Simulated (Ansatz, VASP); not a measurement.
## Mg: VASP beside Ansatz

```
Mg
1.0
     2.75015    0.00000    0.00000
    -1.37507    2.38170    0.00000
     0.00000    0.00000    8.93118
Mg
4
Direct
  0.00000 0.00000 0.00000
  0.00000 0.00000 0.50000
  0.33333 0.66667 0.25000
  0.66667 0.33333 0.75000
```

Change from the starting cell: volume scaled by 0.52, LAPW.

Alike in both runs: task single point; functional PBE; k mesh 8 × 8 × 5; occupations fermi-dirac, width 0.05 eV; no spin polarisation.

```csv
,VASP,Ansatz
version,VASP 6.6.1,Ansatz 0.2.0
potentials or method,"VASP PAW PBE potentials, release 64 (Mg), cutoff 520 eV","all-electron LAPW, scalar-relativistic"
```

VASP gave:

```
pressure (GPa) : 39.4
```

**Question.** Estimate Ansatz's values.

**Answer.** Pressure (GPa): 39.0.

Both programs put the cell under a high pressure, so it lies far from rest at this level. Ansatz ran all-electron here, and VASP with PAW potentials.
